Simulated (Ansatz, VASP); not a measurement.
InP: VASP beside Ansatz

```
CELL_PARAMETERS angstrom
0.00000 2.95980 2.93050
2.93050 0.00000 2.93050
2.93050 2.95980 0.00000
ATOMIC_POSITIONS crystal
In 0.00000 0.00000 0.00000
P 0.75000 0.75000 0.75000
```

Change from the starting cell: strain +0.0100 x Voigt [0, 1, 0, 0, 0, 0], atoms carried along.

Alike in both runs: task single point; functional r2SCAN; k mesh 8 × 8 × 8; occupations gaussian, width 0.05 eV; no spin polarisation.

|  | VASP | Ansatz |
| --- | --- | --- |
| version | VASP 6.6.1 | Ansatz 0.2.0 |
| potentials or method | VASP PAW PBE potentials, release 64 (In_d, P), cutoff 520 eV | scalar-relativistic, plane waves, PAW |
| valence electrons in the cell | 18 | 18 |

Ansatz gave:

| Item | Value |
| --- | --- |
| gap on the k mesh at the Fermi level (eV) | 1.09 |
| least direct gap on the mesh (eV) | 1.09 |
| pressure (GPa) | 0.9 |
| traceless stress, the component that is largest in VASP (GPa) | -0.30 |

Q: What did VASP give for the same quantities?

A: gap on the k mesh at the Fermi level (eV): 1.09; least direct gap on the mesh (eV): 1.09; pressure (GPa): 0.8; traceless stress, the component that is largest in VASP (GPa): -0.30.

VASP's potentials were made for PBE, not for r2SCAN. With one functional, cell and mesh, what is left measures potentials, basis and numerics.
